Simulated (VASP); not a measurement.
# NiO (Fm-3m) in VASP: a series of runs, part 2 of 2

VASP 6.6.1. The steps go on from the part before.

### Step 3. Single point, r2SCAN0, collinear spin, ferromagnetic start

This run uses another cell than the first one, of 9.44 Å³/atom.

File POSCAR:

```
NiO
1.0
    0.0000000000      2.1133508634      2.1133508634
    2.1133508634      0.0000000000      2.1133508634
    2.1133508634      2.1133508634      0.0000000000
Ni O
1 1
Direct
    0.0000000000      0.0000000000      0.0000000000
    0.5000000000      0.5000000000      0.5000000000
```

File INCAR.step1:

```
ALGO     = Normal         # electronic algorithm
EDIFF    = 1E-5           # SCF threshold, eV
ENCUT    = 520            # plane-wave cutoff, eV
GGA      = PE             # functional
ISIF     = 2              # what is computed and relaxed
ISMEAR   = -1             # smearing method
ISPIN    = 2              # spin polarisation
LASPH    = True           # aspherical terms in the spheres
LCHARG   = False          # write CHGCAR
LMAXMIX  = 4              # l up to which the mixer works
LORBIT   = 11             # projections on sites
LREAL    = False          # projectors in reciprocal space
LWAVE    = True           # write WAVECAR
MAGMOM   = 1 0            # initial moments
NBANDS   = 19             # bands
NELM     = 150            # most SCF steps
PREC     = Accurate       # precision mode
SIGMA    = 0.05           # smearing width, eV
```

File INCAR.step2:

```
AEXX     = 0.25           # exact-exchange fraction
ALGO     = Normal         # electronic algorithm
EDIFF    = 1E-6           # SCF threshold, eV
ENCUT    = 520            # plane-wave cutoff, eV
ISIF     = 2              # what is computed and relaxed
ISMEAR   = -1             # smearing method
ISPIN    = 2              # spin polarisation
ISTART   = 1            
LASPH    = True           # aspherical terms in the spheres
LCHARG   = False          # write CHGCAR
LHFCALC  = True           # exact exchange
LMAXMIX  = 4              # l up to which the mixer works
LMIXTAU  = True         
LORBIT   = 11             # projections on sites
LREAL    = False          # projectors in reciprocal space
LWAVE    = False          # write WAVECAR
MAGMOM   = 1 0            # initial moments
METAGGA  = R2SCAN         # meta-GGA
NBANDS   = 19             # bands
NELM     = 150            # most SCF steps
PREC     = Accurate       # precision mode
PRECFOCK = Normal       
SIGMA    = 0.05           # smearing width, eV
```

File KPOINTS:

```
k-points
0
Gamma
  6 6 6
```

Potentials or basis: VASP PAW PBE potentials, release 64 (Ni, O).

Started as:

```console
cat potpaw_PBE.64/Ni/POTCAR potpaw_PBE.64/O/POTCAR > POTCAR
cp INCAR.step1 INCAR
mpirun -np 1 vasp_std > vasp.out
cp INCAR.step2 INCAR
mpirun -np 1 vasp_std > vasp.out
```

Wall time 80 min (1 thread of Oxide Virtual Turin-like, shared host); peak memory 0.14 GiB.

Results (log left out):

```yaml
Free_energy: -24.2108 eV
Pressure: -7.7 GPa
Band_gap_on_the_k_mesh: 4.74 eV (least direct gap 5.87 eV)
Net_moment: 2.00 μB per cell
Site_moments: Ni +1.78; O +0.20 μB
Valence_electrons_inside_the_program's_atomic_spheres: Ni 8.81; O 5.08
```

Levels at points of the mesh, in eV from the valence-band top:
Spin up:
```csv
k point,band 5,band 6,band 7,band 8,band 9,band 10,band 11,band 12,band 13,band 14
"(0.00, 0.00, 0.00)",-4.13,-4.13,-2.01,-2.01,-2.01,4.74,21.43,22.30,22.30,22.30
"(0.50, 0.00, 0.00)",-3.63,-3.63,-2.64,0.00,0.00,8.97,13.97,17.62,17.62,24.75
"(0.50, 0.50, 0.00)",-4.45,-3.46,-3.46,-3.31,-3.31,9.51,14.65,15.18,20.70,20.70
```
Spin down:
```csv
k point,band 5,band 6,band 7,band 8,band 9,band 10
"(0.00, 0.00, 0.00)",-1.27,-1.27,-1.27,4.98,4.99,5.29
"(0.50, 0.00, 0.00)",-1.72,-1.72,-1.50,7.77,7.77,9.26
"(0.50, 0.50, 0.00)",-2.82,-2.10,-2.10,5.57,6.13,10.17
```

Caveat: the k points lie up to 0.43 Å⁻¹ apart; the PAW data sets were made with another functional, which shifts forces and pressure a little; a cell with one magnetic atom can't hold antiferromagnetic order, which such compounds often take. A k mesh can miss the band edges.

### Step 4. Single point, PBEsol-based screened hybrid with 25 % exact exchange, collinear spin, ferromagnetic start

This run uses another cell than the first one, of 8.71 Å³/atom.

File POSCAR:

```
NiO
1.0
    0.0000000000      2.0577103256      2.0577103256
    2.0577103256      0.0000000000      2.0577103256
    2.0577103256      2.0577103256      0.0000000000
Ni O
1 1
Direct
    0.0000000000      0.0000000000      0.0000000000
    0.5000000000      0.5000000000      0.5000000000
```

File INCAR.step1:

```
SYSTEM = NiO
PREC = Accurate
ENCUT = 520
EDIFF = 1E-5
ISMEAR = -1
SIGMA = 0.05
LREAL = .FALSE.
LASPH = .TRUE.
NELM = 150
ALGO = Normal
ISIF = 2
LWAVE = .TRUE.
ISPIN = 2
MAGMOM = 1 0
LORBIT = 11
LMAXMIX = 4
NBANDS = 19
GGA = PE
```

File INCAR.step2:

```
SYSTEM = NiO
PREC = Accurate
ENCUT = 520
EDIFF = 1E-6
ISMEAR = -1
SIGMA = 0.05
LREAL = .FALSE.
LASPH = .TRUE.
NELM = 150
ALGO = Normal
ISIF = 2
LWAVE = .FALSE.
LCHARG = .TRUE.
ISPIN = 2
MAGMOM = 1 0
LORBIT = 11
LMAXMIX = 4
GGA = PS
LHFCALC = .TRUE.
AEXX = 0.25
HFSCREEN = 0.207
PRECFOCK = Normal
LELF = .TRUE.
LVHAR = .TRUE.
NBANDS = 19
ISTART = 1
```

File KPOINTS:

```
Automatic mesh
0
G
  6 6 6
  0 0 0
```

Started as:

```console
cat potpaw_PBE.64/Ni/POTCAR potpaw_PBE.64/O/POTCAR > POTCAR
cp INCAR.step1 INCAR
mpirun -np 1 vasp_std > vasp.out
cp INCAR.step2 INCAR
mpirun -np 1 vasp_std > vasp.out
```

Wall time 87 min (1 thread of Oxide Virtual Turin-like, shared host); peak memory 0.22 GiB.

The run converged. Its results:

| Property | Result |
| --- | --- |
| Free energy | -16.8624 eV |
| Pressure | 6.2 GPa |
| Band gap on the k mesh | 2.62 eV (least direct gap 3.79 eV) |
| Net moment | 2.00 μB per cell |
| Site moments | Ni +1.72; O +0.25 μB |
| Valence electrons inside the program's atomic spheres | Ni 9.00; O 5.07 |

Levels at points of the mesh, in eV from the valence-band top:
Spin up:
| k point | band 6 | band 7 | band 8 | band 9 | band 10 | band 11 | band 12 | band 13 |
| --- | --- | --- | --- | --- | --- | --- | --- | --- |
| (0.00, 0.00, 0.00) | -4.26 | -2.66 | -2.66 | -2.66 | 3.79 | 20.04 | 21.34 | 21.34 |
| (0.50, 0.00, 0.00) | -3.59 | -2.64 | 0.00 | 0.00 | 7.60 | 13.12 | 16.45 | 16.45 |
| (0.50, 0.50, 0.00) | -4.22 | -4.01 | -3.24 | -3.24 | 8.49 | 13.48 | 14.06 | 19.82 |
Spin down:
| k point | band 5 | band 6 | band 7 | band 8 | band 9 | band 10 |
| --- | --- | --- | --- | --- | --- | --- |
| (0.00, 0.00, 0.00) | -1.84 | -1.84 | -1.84 | 2.62 | 2.62 | 4.28 |
| (0.50, 0.00, 0.00) | -1.78 | -1.78 | -1.37 | 5.88 | 5.88 | 7.82 |
| (0.50, 0.50, 0.00) | -3.51 | -1.88 | -1.88 | 3.24 | 4.03 | 9.04 |

Caveat: the k points lie up to 0.44 Å⁻¹ apart; the PAW data sets were made with another functional, which shifts forces and pressure a little; a cell with one magnetic atom can't hold antiferromagnetic order, which such compounds often take. A k mesh can miss the band edges.

### Step 5. Single point, r2SCAN0, collinear spin, ferromagnetic start

This run uses another cell than the first one, of 9.44 Å³/atom.

File POSCAR:

```
NiO
1.0
    0.0000000000      2.1133508634      2.1133508634
    2.1133508634      0.0000000000      2.1133508634
    2.1133508634      2.1133508634      0.0000000000
Ni O
1 1
Direct
    0.0000000000      0.0000000000      0.0000000000
    0.5000000000      0.5000000000      0.5000000000
```

Edit INCAR.step1 of step 4 so:

```diff
@@ -12,2 +12,3 @@
 LWAVE = .TRUE.
+LCHARG = .FALSE.
 ISPIN = 2
```

File INCAR.step2:

```
SYSTEM = NiO
PREC = Accurate
ENCUT = 520
EDIFF = 1E-6
ISMEAR = -1
SIGMA = 0.05
LREAL = .FALSE.
LASPH = .TRUE.
NELM = 150
ALGO = Normal
ISIF = 2
LWAVE = .FALSE.
LCHARG = .FALSE.
ISPIN = 2
MAGMOM = 1 0
LORBIT = 11
LMAXMIX = 4
METAGGA = R2SCAN
LHFCALC = .TRUE.
AEXX = 0.25
LMIXTAU = .TRUE.
PRECFOCK = Normal
NBANDS = 19
ISTART = 1
```

KPOINTS is that of step 4.

Started as:

```console
cat potpaw_PBE.64/Ni/POTCAR potpaw_PBE.64/O/POTCAR > POTCAR
cp INCAR.step1 INCAR
mpirun -np 1 vasp_std > vasp.out
cp INCAR.step2 INCAR
mpirun -np 1 vasp_std > vasp.out
```

It took 85 min on 1 thread of Oxide Virtual Turin-like, shared host; peak memory 0.14 GiB.

Results (log left out):

```
Free energy                                           : -24.2108 eV
Pressure                                              : -7.7 GPa
Band gap on the k mesh                                : 4.74 eV (least direct gap 5.87 eV)
Net moment                                            : 2.00 μB per cell
Site moments                                          : Ni +1.78; O +0.20 μB
Valence electrons inside the program's atomic spheres : Ni 8.81; O 5.08
```

Levels at points of the mesh, in eV from the valence-band top:
Spin up:
```
           k point  band 6  band 7  band 8  band 9  band 10  band 11  band 12  band 13
(0.00, 0.00, 0.00)   -4.13   -2.01   -2.01   -2.01     4.74    21.43    22.30    22.30
(0.50, 0.00, 0.00)   -3.63   -2.64    0.00    0.00     8.97    13.97    17.62    17.62
(0.50, 0.50, 0.00)   -3.46   -3.46   -3.31   -3.31     9.51    14.65    15.18    20.70
```
Spin down:
| k point | band 5 | band 6 | band 7 | band 8 | band 9 | band 10 |
| --- | --- | --- | --- | --- | --- | --- |
| (0.00, 0.00, 0.00) | -1.27 | -1.27 | -1.27 | 4.98 | 4.99 | 5.29 |
| (0.50, 0.00, 0.00) | -1.72 | -1.72 | -1.50 | 7.77 | 7.77 | 9.26 |
| (0.50, 0.50, 0.00) | -2.82 | -2.10 | -2.10 | 5.57 | 6.13 | 10.17 |

Caveat: the k points lie up to 0.43 Å⁻¹ apart; the PAW data sets were made with another functional, which shifts forces and pressure a little; a cell with one magnetic atom can't hold antiferromagnetic order, which such compounds often take. A k mesh can miss the band edges.

### Step 6. The runs side by side

| level | cell | screening parameter | gap on the mesh (eV) | pressure (GPa) | moment (μB) |
| --- | --- | --- | --- | --- | --- |
| r2SCAN0 | a = 3.008 Å, angles 60.0°, 2 atoms | - | 4.64 | -11.0 | 2.00 |
| r2SCAN0 | a = 2.989 Å, angles 60.0°, 2 atoms | - | 4.74 | -7.7 | 2.00 |
| PBEsol-based screened hybrid with 25 % exact exchange | a = 2.910 Å, angles 60.0°, 2 atoms | 0.207 1/Å | 2.62 | 6.2 | 2.00 |

Alike in all rows: task single point; potentials or basis VASP PAW PBE potentials, release 64 (Ni, O); spin collinear, ferromagnetic start; k mesh 6 × 6 × 6; cutoff (eV) 520; smearing fermi-dirac 0.05 eV.

Caveats: all runs use coarse meshes; the PAW data sets were made with another functional, which shifts forces and pressure a little; a cell with one magnetic atom can't hold antiferromagnetic order, which such compounds often take.

Absolute energies hang on the potentials; compare differences alone.
